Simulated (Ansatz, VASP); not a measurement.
# Two plane-wave programs on SiC

```
Si C
1.0
     0.00000    2.16441    2.16441
     2.16441    0.00000    2.16441
     2.16441    2.16441    0.00000
Si C
1 1
Direct
  0.99526 0.00711 0.00474
  0.76109 0.73337 0.73891
```

Change from the starting cell: mode 4 frozen in at -0.060 Å and mode 5 at -0.012 Å (largest displacements).

Alike in both runs: task single point; functional LDA; k mesh 12 × 12 × 12; occupations gaussian, width 0.05 eV; no spin polarisation.

```csv
,VASP,Ansatz
version,VASP 6.6.1,Ansatz 0.2.0
potentials or method,"VASP PAW LDA potentials, release 64 (Si, C), cutoff 520 eV","scalar-relativistic, plane waves, PAW"
valence electrons in the cell,8,8
```

|  | VASP | Ansatz | Ansatz less VASP |
| --- | --- | --- | --- |
| gap on the k mesh at the Fermi level (eV) | 0.88 | 0.89 | +0.013 |
| least direct gap on the mesh (eV) | 4.31 | 4.33 | +0.017 |
| pressure (GPa) | 1.4 | 1.0 | -0.39 |
| traceless stress, the component that is largest in VASP (GPa) | -5.98 | -5.95 | +0.026 |
| rms of the force components (eV/Å) | 0.988 | 0.988 | 0.0000 |

Ansatz warns that its potentials were made for another functional, while VASP's fit it. LDA's correlation is that of Perdew and Zunger in VASP and of Perdew and Wang (1992) in Ansatz. Atom by atom the forces differ by 0.000 eV/Å (rms over components).
